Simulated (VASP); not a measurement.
A run of VASP 6.6.1:

File POSCAR:

```
MgO
1.0
    2.5391396215      0.0000000000      0.0000000000
    0.0000000000      2.5391396215      0.0000000000
    0.0000000000      0.0000000000      2.6049512779
Mg O
1 1
Direct
    0.0000000000      0.0000000000      0.0000000000
    0.5000000000      0.5000000000      0.5000000000
```

INCAR.step1

```
SYSTEM = MgO
ALGO = Normal
EDIFF = 1E-5
ENCUT = 520
GGA = PE
ISIF = 2
ISMEAR = 0
LASPH = .True.
LREAL = .False.
LWAVE = .True.
NBANDS = 11
NELM = 100
PREC = Accurate
SIGMA = 0.01
```

File INCAR.step2:

```
SYSTEM = MgO
ALGO = Normal
EDIFF = 1E-7
ENCUT = 520
GGA = PE
HFSCREEN = 0.2079
ISIF = 2
ISMEAR = 0
ISTART = 1
LASPH = .True.
LCHARG = .True.
LELF = .True.
LHFCALC = .True.
LREAL = .False.
LVHAR = .True.
LWAVE = .False.
NBANDS = 11
NELM = 100
PREC = Accurate
PRECFOCK = Normal
SIGMA = 0.01
```

File KPOINTS:

```
k-points
0
Gamma
  6 6 6
  0 0 0
```

Potentials or basis: VASP PAW PBE potentials, release 64 (Mg, O).

Command:

```bash
$ cat potpaw_PBE.64/Mg/POTCAR potpaw_PBE.64/O/POTCAR > POTCAR
$ cp INCAR.step1 INCAR
$ mpirun -np 1 vasp_std > vasp.out
$ cp INCAR.step2 INCAR
$ mpirun -np 1 vasp_std > vasp.out
```

Hardware: 1 thread of Intel(R) Xeon(R) 6975P-C (Granite Rapids), with other jobs on the host.

**Question.** Estimate the wall time of this run.

**Answer.** It took 5.9 min on 1 thread of Intel(R) Xeon(R) 6975P-C (Granite Rapids), with other jobs on the host, peak memory 0.23 GiB. Counts: k points 40.
